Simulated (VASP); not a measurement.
Set up this calculation in VASP 6.6.1, as the native input.

| Quantity | Value |
| --- | --- |
| Task | single point |
| Functional | LDA |
| Potentials or basis | VASP PAW LDA potentials, release 64 (Al, N) |
| Cutoff | 520 eV |
| k mesh | 10 × 10 × 10 |
| Occupations | fermi-dirac, width 0.02 eV |
| Spin | no spin polarisation |
| Dipole correction | no |
| Further INCAR settings | ALGO = Normal; EDIFF = 1e-06; NBANDS = 11 |

The structure of AlN lies in POSCAR:

```
AlN
1.0
    0.0000000000      1.9444680984      1.9444680984
    1.9444680984      0.0000000000      1.9444680984
    1.9444680984      1.9444680984      0.0000000000
Al N
1 1
Direct
    0.0000000000      0.0000000000      0.0000000000
    0.5000000000      0.5000000000      0.5000000000
```

This cell differs from its parent crystal: volume scaled by 0.95.

These files were run (other wordings do the same):

INCAR

```
SYSTEM = AlN
  PREC = Accurate
  ENCUT = 520
  EDIFF = 1E-6
  ISMEAR = -1
  SIGMA = 0.02
  LREAL = .FALSE.
  LASPH = .TRUE.
  NELM = 80
  ALGO = Normal
  ISIF = 2
  LWAVE = .FALSE.
  LCHARG = .FALSE.
  NBANDS = 11
```

KPOINTS

```
Automatic mesh
0
G
  10 10 10
  0 0 0
```

Potentials or basis: VASP PAW LDA potentials, release 64 (Al, N).

Run with:

```console
$ cat potpaw_LDA.64/Al/POTCAR potpaw_LDA.64/N/POTCAR > POTCAR
$ mpirun -np 1 vasp_std > vasp.out
```

Results of the run:

The pressure is 31.8 GPa. The band gap on the k mesh is 4.96 eV, indirect (least direct gap 7.56 eV).

Wall time 9.9 s on 1 thread of Intel Xeon 8259CL, on a shared host, peak memory 0.11 GiB.
